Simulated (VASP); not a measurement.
# HgTe (Cmcm) in VASP: further runs

The runs below take HgTe through single point, with LDA, r2SCAN.

All numbers are computed with VASP 6.6.1; they aren't measurements. Logs are shortened: lines on timing, memory, paths and dates and some standing lists are left out, and cuts for length are marked.

## (1) The cell of the first run

It takes space group Cmcm (No. 63, orthorhombic). The conventional cell has a = 5.985 Å, b = 6.934 Å, c = 5.798 Å, α = 90.00°, β = 90.00°, γ = 90.00°. Hg (site symmetry m2m) has 6 Te at 3.02 to 3.87 Å and 2 Hg at 3.63 Å within 4.0 Å. Within 4.0 Å of Te (site symmetry m2m) lie 6 Hg at 3.02 to 3.87 Å.

## (2) Single point, LDA

INCAR

```
ALGO     = Normal         # electronic algorithm
EDIFF    = 1E-7           # SCF threshold, eV
ENCUT    = 520            # plane-wave cutoff, eV
ISIF     = 2              # what is computed and relaxed
ISMEAR   = -1             # smearing method
LASPH    = True           # aspherical terms in the spheres
LCHARG   = True           # write CHGCAR
LELF     = True           # ELF
LREAL    = False          # projectors in reciprocal space
LVHAR    = True         
LWAVE    = False          # write WAVECAR
NBANDS   = 26             # bands
NELM     = 80             # most SCF steps
PREC     = Accurate       # precision mode
SIGMA    = 0.05           # smearing width, eV
```

KPOINTS

```
k-points
0
Gamma
  6 6 5
```

POSCAR

```
HgTe
1.0
    2.9925180000     -3.4669290000      0.0000000000
    2.9925180000      3.4669290000      0.0000000000
    0.0000000000      0.0000000000      5.7981570000
Hg Te
2 2
Direct
    0.6569500000      0.3430500000      0.2500000000
    0.3430500000      0.6569500000      0.7500000000
    0.2151910000      0.7848090000      0.2500000000
    0.7848090000      0.2151910000      0.7500000000
```

Potentials or basis: VASP PAW LDA potentials, release 64 (Hg, Te).

Launch:

```
$ cat potpaw_LDA.64/Hg/POTCAR potpaw_LDA.64/Te/POTCAR > POTCAR
$ mpirun -np 1 vasp_std > vasp.out
```

OUTCAR:

```text
EDIFF = 1E-7
   ENCUT = 520
   ISIF = 2
   ISMEAR = -1
   LASPH = True
   LREAL = False
   NELM = 80
   PREC = Accurate

 ion  position               nearest neighbor table
   1  0.657  0.343  0.250-   3 3.02   3 3.02   4 3.03   4 3.03   3 3.06   2 3.63   2 3.63
   2  0.343  0.657  0.750-   4 3.02   4 3.02   3 3.03   3 3.03   4 3.06   1 3.63   1 3.63
   3  0.215  0.785  0.250-   1 3.02   1 3.02   2 3.03   2 3.03   1 3.06
   4  0.785  0.215  0.750-   2 3.02   2 3.02   1 3.03   1 3.03   2 3.06

  LATTYP: Found a base centered orthorhombic cell.
 ALAT       =     5.9850360000
 B/A-ratio  =     1.1585323798
 C/A-ratio  =     0.9687756264

  Lattice vectors:

 A1 = (   2.9925180000,  -3.4669290000,   0.0000000000)
 A2 = (   2.9925180000,   3.4669290000,   0.0000000000)
 A3 = (   0.0000000000,   0.0000000000,   5.7981570000)

Analysis of symmetry for initial positions (statically):
=====================================================================
 Subroutine PRICEL returns:
 Original cell was already a primitive cell.

 Routine SETGRP: Setting up the symmetry group for a
 base centered orthorhombic supercell.

 Subroutine GETGRP returns: Found  8 space group operations
 (whereof  4 operations were pure point group operations)
 out of a pool of  8 trial point group operations.

The static configuration has the point symmetry C_2h.
 The point group associated with its full space group is D_2h.

Analysis of symmetry for dynamics (positions and initial velocities):
=====================================================================
 Subroutine PRICEL returns:
 Original cell was already a primitive cell.

 Routine SETGRP: Setting up the symmetry group for a
 base centered orthorhombic supercell.

 Subroutine GETGRP returns: Found  8 space group operations
 (whereof  4 operations were pure point group operations)
 out of a pool of  8 trial point group operations.

The dynamic configuration has the point symmetry C_2h.
 The point group associated with its full space group is D_2h.

 Subroutine INISYM returns: Found  8 space group operations
 (whereof  4 operations are pure point group operations),
 and found     1 'primitive' translations

----------------------------------------------------------------------------------------

                                     Primitive cell

  volume of cell :     120.3100

  direct lattice vectors                    reciprocal lattice vectors
     2.992518000 -3.466929000  0.000000000     0.167083373 -0.144219856  0.000000000
     2.992518000  3.466929000  0.000000000     0.167083373  0.144219856  0.000000000
     0.000000000  0.000000000  5.798157000     0.000000000  0.000000000  0.172468596

  length of vectors
     4.579821030  4.579821030  5.798157000     0.220717512  0.220717512  0.172468596

  position of ions in fractional coordinates (direct lattice)
     0.656950000  0.343050000  0.250000000
     0.343050000  0.656950000  0.750000000
     0.215191000  0.784809000  0.250000000
     0.784809000  0.215191000  0.750000000

  ion indices of the primitive-cell ions
   primitive index   ion index
                 1           1
                 2           2
                 3           3
                 4           4

----------------------------------------------------------------------------------------

 KPOINTS: k-points

Automatic generation of k-mesh.
 Grid dimensions read from file:
 generate k-points for:    6    6    5

 Generating k-lattice:

  Cartesian coordinates                     Fractional coordinates (reciprocal lattice)
     0.027847229 -0.024036643  0.000000000     0.166666667  0.000000000  0.000000000
     0.027847229  0.024036643  0.000000000     0.000000000  0.166666667  0.000000000
     0.000000000  0.000000000  0.034493719     0.000000000  0.000000000  0.200000000

  Length of vectors
     0.036786252  0.036786252  0.034493719

  Shift w.r.t. Gamma in fractional coordinates (k-lattice)
     0.000000000  0.000000000  0.000000000

 Subroutine IBZKPT returns following result:
 ===========================================

 Found     39 irreducible k-points:

 Following reciprocal coordinates:
            Coordinates               Weight
  0.000000  0.000000  0.000000      1.000000
  0.166667  0.000000  0.000000      4.000000
  0.333333  0.000000  0.000000      4.000000
  0.500000  0.000000  0.000000      2.000000
  0.166667  0.166667  0.000000      2.000000
  0.333333  0.166667  0.000000      4.000000
[... 16 lines left out ...]
  0.333333  0.333333  0.200000      4.000000
  0.500000  0.333333  0.200000      8.000000
 [... further k-points ...]
   k-points           NKPTS =     39   k-points in BZ     NKDIM =     39   number of bands    NBANDS=     26
   number of dos      NEDOS =    301   number of ions     NIONS =      4
   total plane-waves  NPLWV =  62208
   dimension x,y,z NGX =    36 NGY =   36 NGZ =   48
   dimension x,y,z NGXF=    72 NGYF=   72 NGZF=   96
   ions per type =               2   2
   NGX,Y,Z   is equivalent  to a cutoff of  13.07, 13.07, 13.76 a.u.
   NGXF,Y,Z  is equivalent  to a cutoff of  26.14, 26.14, 27.53 a.u.
 SYSTEM =  unknown system
   PREC   = accura    normal or accurate (medium, high low for compatibility)
   ISTART =      0    job   : 0-new  1-cont  2-samecut
   ICHARG =      2    charge: 1-file 2-atom 10-const
   ISPIN  =      1    spin polarized calculation?
   LNONCOLLINEAR =      F non collinear calculations
   LSORBIT =      F    spin-orbit coupling
   LASPH  =      T    aspherical Exc in radial PAW
   ENCUT  =  520.0 eV  38.22 Ry    6.18 a.u.   8.52  8.52 10.78*2*pi/ulx,y,z
   NELM   =     80;   NELMIN=  2; NELMDL= -5     # of ELM steps
   EDIFF  = 0.1E-06   stopping-criterion for ELM
   LREAL  =      F    real-space projection
   EDIFFG = 0.1E-05   stopping-criterion for IOM
   NSW    =      0    number of steps for IOM
   IBRION =     -1    ionic relax: 0-MD 1-quasi-New 2-CG
   NFREE  =      0    steps in history (QN), initial steepest desc. (CG)
   ISIF   =      2    stress and relaxation
   ISYM   =      2    0-nonsym 1-usesym 2-fastsym
   POTIM  = 0.5000    time-step for ionic-motion
   TEBEG  =    0.0;   TEEND  =   0.0 temperature during run
   PSTRESS=    0.0 pullay stress
   NELECT =      36.0000    total number of electrons
   NUPDOWN=      -1.0000    fix difference up-down
   EMIN   =  10.00;   EMAX   =-10.00  energy-range for DOS
   EFERMI =   0.00;   METHOD = LEGACY
   ISMEAR =    -1;   SIGMA  =   0.05  broadening in eV -4-tet -1-fermi 0-gaus
   EFERMI_NEDOS =   21; number of points for ismear=-14 and -15
   IALGO  =     38    algorithm
   IMIX   =      4    mixing-type and parameters
     AMIX     =   0.40;   BMIX     =  1.00
     AMIX_MAG =   1.60;   BMIX_MAG =  1.00
  volume/ion in A,a.u.               =      30.08       202.97
  Fermi-wavevector in a.u.,A,eV,Ry     =   1.094986  2.069223 16.313299  1.198994
  Thomas-Fermi vector in A             =   2.231301
   LORBIT       =      0    0 simple, 1 ext, 2 COOP (PROOUT), +10 PAW based schemes
   GGA     = CA    functional components
   LHFCALC =     F    Hartree Fock is set to
   AEXX    =    0.0000 exact exchange contribution
   IVDW    =     0    specifies the selected vdW correction
   LEPSILON=     F    determine dielectric tensor
   LRPA    =     F    only Hartree local field effects (RPA)
 non-spin polarized calculation
  energy-cutoff  :      520.00
  volume of cell :      120.31
 maximum number of plane-waves:      3253
 NGX is ok and might be reduce to    36
   NGX = 17   NGY = 17   NGZ = 21

 number of electron      36.0000001 magnetization

 Free energy of the ion-electron system (eV)
  ---------------------------------------------------
  ext. energy  EPLUGINS =         0.00000000
  ---------------------------------------------------
  free energy    TOTEN  =        -9.49863126 eV

  energy without entropy =       -9.48531478  energy(sigma->0) =       -9.49197302

 E-fermi :   3.6063     XC(G=0):  -9.8593

 val. band max:        3.5890423530   @ k =   0.0000   0.0000   0.0000
 cond. band min:       3.6305434313   @ k =   0.5000   0.3333   0.2000
 fundamental gap:      0.0415010784
 Fermi energy:         3.6063335277

 k-point     1 :       0.0000    0.0000    0.0000
  band No.  band energies     occupation
      1      -8.1775      2.00000
      2      -7.0808      2.00000
      3      -3.1403      2.00000
      4      -3.0431      2.00000
      5      -3.0101      2.00000
      6      -2.9581      2.00000
[... 18 lines left out ...]
     25      10.6177      0.00000
     26      10.9328      0.00000

 k-point     2 :       0.1667    0.0000    0.0000
  band No.  band energies     occupation
      1      -8.0504      2.00000
      2      -7.0636      2.00000
      3      -3.1937      2.00000
      4      -3.0828      2.00000
      5      -3.0533      2.00000
      6      -2.9318      2.00000
[... 18 lines left out ...]
     25      10.5886      0.00000
     26      10.9854      0.00000

 k-point     3 :       0.3333    0.0000    0.0000
  band No.  band energies     occupation
      1      -7.7161      2.00000
      2      -7.0931      2.00000
      3      -3.2859      2.00000
      4      -3.1636      2.00000
      5      -3.0751      2.00000
      6      -3.0078      2.00000
[... 18 lines left out ...]
     25      10.2967      0.00000
     26      10.5319      0.00000

 k-point     4 :       0.5000    0.0000    0.0000
  band No.  band energies     occupation
      1      -7.3627      2.00000
      2      -7.2865      2.00000
      3      -3.3210      2.00000
      4      -3.2062      2.00000
      5      -3.1047      2.00000
      6      -3.0905      2.00000
[... 18 lines left out ...]
     25       9.1403      0.00000
     26      10.2149      0.00000

 k-point     5 :       0.1667    0.1667    0.0000
  band No.  band energies     occupation
      1      -7.8735      2.00000
      2      -7.0449      2.00000
      3      -3.2682      2.00000
      4      -3.1816      2.00000
      5      -3.0920      2.00000
      6      -2.9183      2.00000
[... 18 lines left out ...]
     25      10.7777      0.00000
     26      10.9105      0.00000

 k-point     6 :       0.3333    0.1667    0.0000
  band No.  band energies     occupation
      1      -7.5495      2.00000
      2      -7.1270      2.00000
      3      -3.3042      2.00000
      4      -3.2112      2.00000
      5      -3.1191      2.00000
      6      -2.9707      2.00000
[... 427 lines left out ...]
 k-point    21 :      -0.3333    0.1667    0.2000
  band No.  band energies     occupation
      1      -7.6523      2.00000
      2      -7.1097      2.00000
      3      -3.2335      2.00000
      4      -3.1676      2.00000
      5      -3.0310      2.00000
      6      -2.9625      2.00000
[... 18 lines left out ...]
     25      10.1696      0.00000
     26      11.2830      0.00000

 k-point    22 :      -0.1667    0.1667    0.2000
  band No.  band energies     occupation
      1      -7.8908      2.00000
      2      -7.1229      2.00000
      3      -3.2230      2.00000
      4      -3.1091      2.00000
      5      -3.0098      2.00000
      6      -2.9591      2.00000
[... 18 lines left out ...]
     25      10.4340      0.00000
     26      11.1963      0.00000

 k-point    23 :       0.3333    0.3333    0.2000
  band No.  band energies     occupation
      1      -7.2776      2.00000
      2      -7.1982      2.00000
      3      -3.1702      2.00000
      4      -3.1449      2.00000
      5      -3.0969      2.00000
      6      -3.0908      2.00000
[... 18 lines left out ...]
     25      10.5340      0.00000
     26      10.9785      0.00000

 k-point    24 :       0.5000    0.3333    0.2000
  band No.  band energies     occupation
      1      -7.3678      2.00000
      2      -7.1617      2.00000
      3      -3.1421      2.00000
      4      -3.0918      2.00000
      5      -3.0531      2.00000
      6      -2.9995      2.00000
[... 18 lines left out ...]
     25      11.4826      0.00000
     26      11.7297      0.00000

 [... further k-points ...]

------------------------ aborting loop because EDIFF is reached ----------------------------------------

  FORCE on cell =-STRESS in cart. coord.  units (eV):
  Direction    XX          YY          ZZ          XY          YZ          ZX
  --------------------------------------------------------------------------------------
  -------------------------------------------------------------------------------------
  Total       -3.7887071     -3.0991575     -3.8228629      0.0000000      0.0000000      0.0000000
  in kB      -50.4545025    -41.2717177    -50.9093574      0.0000000      0.0000000      0.0000000
  external PRESSURE =     -47.5451925 kB  Pullay stress =       0.0000000 kB

 VOLUME and BASIS-vectors are now :
 -----------------------------------------------------------------------------
  energy-cutoff  :      520.00
  volume of cell :      120.31
      direct lattice vectors                 reciprocal lattice vectors
     2.992518000 -3.466929000  0.000000000     0.167083373 -0.144219856  0.000000000
     2.992518000  3.466929000  0.000000000     0.167083373  0.144219856  0.000000000
     0.000000000  0.000000000  5.798157000     0.000000000  0.000000000  0.172468596

 POSITION                                       TOTAL-FORCE (eV/Angst)
 -----------------------------------------------------------------------------------
      2.99252     -1.08827      1.44954         0.000000      0.002707     -0.000000
      2.99252      1.08827      4.34862         0.000000     -0.002707     -0.000000
      2.99252      1.97483      1.44954         0.000000     -0.258734     -0.000000
      2.99252     -1.97483      4.34862         0.000000      0.258734      0.000000
 -----------------------------------------------------------------------------------
    total drift:                               -0.000000      0.000000     -0.000000

  FREE ENERGIE OF THE ION-ELECTRON SYSTEM (eV)
  ---------------------------------------------------
  free  energy   TOTEN  =        -9.4986312584 eV

  energy  without entropy=       -9.4853147848  energy(sigma->0) =       -9.49197302
```

It took 46 s on 1 thread of Intel Xeon 6975P-C (Granite Rapids), shared host; peak memory 0.26 GiB.

Results:

- Free energy: -9.4986 eV
- Pressure: -4.8 GPa
- Largest force: 0.259 eV/Å
- Band gap on the k mesh: zero (band 18 reaches 4.01 eV, above the bottom of band 19 at 1.97 eV)

Forces on the atoms (eV/Å):
```
Hg   0.000  0.003  0.000
Hg   0.000 -0.003  0.000
Te   0.000 -0.259  0.000
Te   0.000  0.259  0.000
```

Stress tensor (GPa, compression positive):
```
-5.05  0.00  0.00
 0.00 -4.13  0.00
 0.00  0.00 -5.09
```

Caveat: spin-orbit coupling is left out, which moves the levels of the heavy elements.

## (3) Single point, r2SCAN

POSCAR is that of step 2.

INCAR.step1

```
  PREC = Accurate
  ENCUT = 520
  ISMEAR = -1
  SIGMA = 0.05
  LREAL = F
  LASPH = T
  NELM = 100
  NBANDS = 26
  GGA = PE
  ALGO = Normal
  EDIFF = 1E-4
  LWAVE = T
  LCHARG = F
```

INCAR.step2

```
  PREC = Accurate
  ENCUT = 520
  EDIFF = 1E-6
  ISMEAR = -1
  SIGMA = 0.05
  LREAL = F
  LASPH = T
  NELM = 100
  ALGO = Normal
  ISIF = 2
  LWAVE = F
  LCHARG = F
  METAGGA = R2SCAN
  LMIXTAU = T
  NBANDS = 26
  ISTART = 1
```

KPOINTS

```
regular mesh
0
Gamma
  6 6 5
```

Potentials or basis: VASP PAW PBE potentials, release 64 (Hg, Te).

Launch:

```
$ cat potpaw_PBE.64/Hg/POTCAR potpaw_PBE.64/Te/POTCAR > POTCAR
$ cp INCAR.step1 INCAR
$ mpirun -np 1 vasp_std > vasp.out
$ cp INCAR.step2 INCAR
$ mpirun -np 1 vasp_std > vasp.out
```

It took 2.5 min on 1 thread of Intel Xeon 6975P-C (Granite Rapids), shared host; peak memory 0.32 GiB.

Results (log left out):

- Free energy: -149.6575 eV
- Pressure: -1.3 GPa
- Largest force: 0.174 eV/Å
- Band gap on the k mesh: zero (band 18 reaches 4.01 eV, above the bottom of band 19 at 2.01 eV)

Forces on the atoms (eV/Å):
```
Hg   0.000 -0.013  0.000
Hg   0.000  0.013  0.000
Te   0.000 -0.174  0.000
Te   0.000  0.174  0.000
```

Stress tensor (GPa, compression positive):
```
-1.48  0.00  0.00
 0.00 -1.00  0.00
 0.00  0.00 -1.44
```

Levels at points of the mesh, in eV from the Fermi level:
| k point | band 14 | band 15 | band 16 | band 17 | band 18 | band 19 | band 20 | band 21 | band 22 | band 23 |
| --- | --- | --- | --- | --- | --- | --- | --- | --- | --- | --- |
| (0.00, 0.00, 0.00) | -2.58 | -2.56 | -2.55 | -1.04 | -0.42 | -0.21 | -0.14 | 4.48 | 5.55 | 6.64 |
| (0.50, 0.00, 0.00) | -3.84 | -2.43 | -1.97 | -0.89 | -0.53 | 1.63 | 2.70 | 3.28 | 4.99 | 5.43 |
| (0.50, 0.50, 0.00) | -4.10 | -2.13 | -1.87 | -1.81 | -1.78 | -1.66 | -1.34 | 3.63 | 5.71 | 7.48 |

Caveat: the PAW data sets were made with another functional, which shifts forces and pressure a little; spin-orbit coupling is left out, which moves the levels of the heavy elements.

## (4) Single point, LDA (volume scaled by 1.02)

INCAR

```
ALGO = Normal
EDIFF = 1E-7
ENCUT = 520
ISIF = 2
ISMEAR = -1
LASPH = True
LCHARG = True
LELF = True
LREAL = False
LVHAR = True
LWAVE = False
NBANDS = 26
NELM = 60
PREC = Accurate
SIGMA = 0.05
```

KPOINTS

```
k-points
0
Gamma
  6 6 5
```

POSCAR

```
HgTe
1.0
    3.0123365776     -3.4898894638      0.0000000000
    3.0123365776      3.4898894638      0.0000000000
    0.0000000000      0.0000000000      5.8365565098
Hg Te
2 2
Direct
    0.6569500000      0.3430500000      0.2500000000
    0.3430500000      0.6569500000      0.7500000000
    0.2151910000      0.7848090000      0.2500000000
    0.7848090000      0.2151910000      0.7500000000
```

Potentials or basis: VASP PAW LDA potentials, release 64 (Hg, Te).

Launch:

```
$ cat potpaw_LDA.64/Hg/POTCAR potpaw_LDA.64/Te/POTCAR > POTCAR
$ mpirun -np 1 vasp_std > vasp.out
```

It took 1.7 min on 1 thread of Intel Xeon 6975P-C, shared host; peak memory 0.27 GiB.

It converged, with:

```yaml
Free_energy: -9.4230 eV
Pressure: -5.4 GPa
Largest_force: 0.307 eV/Å
Band_gap_on_the_k_mesh: zero (band 18 reaches 3.78 eV, above the bottom of band 19 at 1.81 eV)
```

Forces on the atoms (eV/Å):
```
Hg   0.000  0.014  0.000
Hg   0.000 -0.014  0.000
Te   0.000 -0.307  0.000
Te   0.000  0.307  0.000
```

Stress tensor (GPa, compression positive):
```
-5.76  0.00  0.00
 0.00 -4.61  0.00
 0.00  0.00 -5.81
```

Levels at points of the mesh, in eV from the Fermi level:
| k point | band 14 | band 15 | band 16 | band 17 | band 18 | band 19 | band 20 | band 21 | band 22 | band 23 |
| --- | --- | --- | --- | --- | --- | --- | --- | --- | --- | --- |
| (0.00, 0.00, 0.00) | -2.57 | -2.54 | -2.36 | -0.89 | -0.44 | -0.31 | -0.02 | 4.18 | 5.16 | 6.20 |
| (0.50, 0.00, 0.00) | -3.70 | -2.24 | -1.78 | -0.73 | -0.42 | 1.45 | 2.46 | 2.95 | 4.44 | 5.05 |
| (0.50, 0.50, 0.00) | -3.82 | -1.93 | -1.90 | -1.67 | -1.63 | -1.59 | -1.29 | 3.35 | 5.36 | 6.87 |

Caveat: spin-orbit coupling is left out, which moves the levels of the heavy elements.

[end of part 1 of 2]
